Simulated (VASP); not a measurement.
A run of VASP 6.6.1 is set up as follows.

The input INCAR:

```
PREC = Accurate
ENCUT = 600
EDIFF = 1E-6
ISMEAR = 0
SIGMA = 0.1
LREAL = Auto
LASPH = True
NELM = 80
ALGO = Normal
ISIF = 3
LWAVE = False
LCHARG = False
GGA = PE
IBRION = 2
NSW = 45
EDIFFG = -0.04
ISYM = 0
```

File KPOINTS:

```
Automatic mesh
0
Gamma
  3 4 4
```

File POSCAR:

```
AlO2
1.0
    6.3747476383     -0.0412404196      0.1511571856
   -0.0210792813      5.8178009971      0.2723256888
    0.1337079491      0.2491796797      6.2844310050
Al O
7 14
Direct
    0.7175269713      0.2773634906      0.6441263185
    0.0471801081      0.1431745764      0.2043184331
    0.5291858745      0.7504750942      0.8009603565
    0.4631307302      0.9182348797      0.3064032833
    0.1979486010      0.0366854461      0.7144696096
    0.6831681607      0.4875165999      0.1361977403
    0.1122903715      0.4559767723      0.8698813542
    0.6469542221      0.4662527830      0.8516340331
    0.2452246605      0.7137496322      0.7749607064
    0.6301799656      0.1698265547      0.2305975462
    0.9030260207      0.8977688762      0.8623409195
    0.9036117222      0.8997497715      0.0767732685
    0.0057304550      0.2958033790      0.6668998974
    0.9643100610      0.4411010847      0.1188464131
    0.5971676809      0.7288802370      0.5045695908
    0.6329643192      0.4998588917      0.4341456014
    0.2137223135      0.0133044560      0.4044119977
    0.5089170732      0.0547006379      0.6918532798
    0.2335481757      0.1824885250      0.9720701605
    0.8003984199      0.1267662698      0.3856735392
    0.5090355290      0.7379746838      0.0977237127
```

Potentials or basis: VASP PAW PBE potentials, release 64 (Al, O).

Run with:

```bash
$ cat potpaw_PBE.64/Al/POTCAR potpaw_PBE.64/O/POTCAR > POTCAR
$ mpirun -np 1 vasp_std > vasp.out
```

Predict the band gap on the k mesh.

zero (an odd number of electrons rules out a gap without spin polarisation).

Estimate the relaxed volume.

11.05 Å³/atom.

Forces on the atoms (eV/Å):
```
Al  -0.002  0.003  0.000
Al   0.000 -0.001 -0.003
Al   0.006  0.013 -0.007
Al  -0.004 -0.003 -0.004
Al  -0.012 -0.004  0.001
Al   0.004  0.005  0.006
Al   0.004 -0.007  0.001
O    0.011  0.009  0.005
O    0.005 -0.001 -0.001
O    0.006 -0.001  0.010
O   -0.003  0.001 -0.014
O   -0.003 -0.015 -0.009
O    0.007  0.003 -0.008
O    0.016 -0.002  0.005
O   -0.010  0.014 -0.003
O    0.008 -0.001  0.004
O   -0.006 -0.002  0.004
O   -0.006  0.005  0.001
O    0.004 -0.009  0.012
O   -0.006 -0.002  0.000
O   -0.019 -0.006  0.002
```

Caveat: an odd number of electrons without spin polarisation forces a metal; a magnetic or distorted state may lie lower.
